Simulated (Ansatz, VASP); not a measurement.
## Ba: VASP beside Ansatz

```
Ba
1.0
     3.70975    0.00000    0.00000
     0.00000    3.70975    0.00000
     0.00000    0.00000    3.70975
Ba
1
Direct
  0.00000 0.00000 0.00000
```

Alike in both runs: task single point; functional LDA; k mesh 16 × 16 × 16; occupations gaussian, width 0.15 eV; no spin polarisation.

|  | VASP | Ansatz |
| --- | --- | --- |
| version | VASP 6.6.1 | Ansatz 0.2.0 |
| potentials or method | VASP PAW LDA potentials, release 64 (Ba_sv), cutoff 520 eV | scalar-relativistic, plane waves, PAW |
| valence electrons in the cell | 10 | 10 |

|  | VASP | Ansatz | Ansatz less VASP |
| --- | --- | --- | --- |
| gap on the k mesh at the Fermi level (eV) | none | none | - |
| pressure (GPa) | 0.2 | 0.0 | -0.27 |

LDA's correlation is that of Perdew and Zunger in VASP and of Perdew and Wang (1992) in Ansatz. A gap of «none» marks a metal or a gap that the smearing closes.

Spin-orbit coupling is off throughout.
